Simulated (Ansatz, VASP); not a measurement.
## BAs in VASP and in Ansatz

```
B As
1.0
     2.14164    0.00000    0.00000
     0.00000    3.19508    0.00000
     0.00000    0.00000    4.98377
B As
1 1
Direct
  0.00000 0.50000 0.00000
  0.50000 0.50000 0.50000
```

Change from the starting cell: volume scaled by 1.02.

Alike in both runs: task single point; functional PBE; k mesh 12 × 8 × 6; occupations fermi-dirac, width 0.05 eV; no spin polarisation.

|  | VASP | Ansatz |
| --- | --- | --- |
| version | VASP 6.6.1 | Ansatz 0.2.0 |
| potentials or method | VASP PAW PBE potentials, release 64 (B, As), cutoff 520 eV | all-electron LAPW, scalar-relativistic |

|  | VASP | Ansatz | Ansatz less VASP |
| --- | --- | --- | --- |
| gap on the k mesh at the Fermi level (eV) | none | none | - |
| pressure (GPa) | 4.6 | 4.1 | -0.50 |
| traceless stress, the component that is largest in VASP (GPa) | 22.51 | 21.68 | -0.836 |

A gap of «none» marks a metal or a gap that the smearing closes. Ansatz ran all-electron here, and VASP with PAW potentials.
